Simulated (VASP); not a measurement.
## Ta4W: single point with PBE

Crystal: Ta4W.

```
CELL_PARAMETERS angstrom
-3.08879 3.08879 2.37258
3.08879 -3.08879 2.37258
3.08879 3.08879 -2.37258
ATOMIC_POSITIONS crystal
Ta 0.88779 0.69712 0.58491
Ta 0.11221 0.30288 0.41509
Ta 0.69712 0.11221 0.80933
Ta 0.30288 0.88779 0.19067
W 0.50000 0.50000 0.00000
```

- Program: VASP 6.6.1
- Task: single point
- Functional: PBE
- Potentials or basis: VASP PAW PBE potentials, release 64 (Ta_pv, W_sv)
- Cutoff: 520 eV
- k mesh: 6 × 6 × 6
- Occupations: gaussian, width 0.1 eV
- Spin: no spin polarisation
- Dipole correction: no
- Further INCAR settings: ALGO = Fast; EDIFF = 1e-07; NBANDS = 37

| Item | Value |
| --- | --- |
| Pressure | 0.4 GPa |
| Largest force | 0.021 eV/Å |
| Band gap on the k mesh | zero (band 29 reaches 7.05 eV, above the bottom of band 30 at 5.93 eV) |

Forces on the atoms (eV/Å):
```
Ta   0.013  0.016  0.000
Ta  -0.013 -0.016  0.000
Ta  -0.016  0.013  0.000
Ta   0.016 -0.013  0.000
W    0.000  0.000  0.000
```

Levels at points of the mesh, in eV from the Fermi level:
```tsv
k point	band 27	band 28	band 29	band 30	band 31	band 32
(0.00, 0.00, 0.00)	-0.82	-0.54	-0.54	-0.43	1.13	1.57
(0.50, 0.00, 0.00)	-1.00	-0.86	-0.55	-0.28	0.95	1.58
(0.50, 0.50, 0.00)	-1.14	-0.90	-0.35	0.40	2.28	2.41
(0.50, 0.50, 0.50)	-0.28	-0.24	0.52	0.52	0.99	2.08
```

It took 92 s on 1 thread of Intel(R) Xeon(R) 6975P-C (Granite Rapids), on a shared host, peak memory 0.3 GiB.

Caveat: spin-orbit coupling is left out, which moves the levels of the heavy elements.
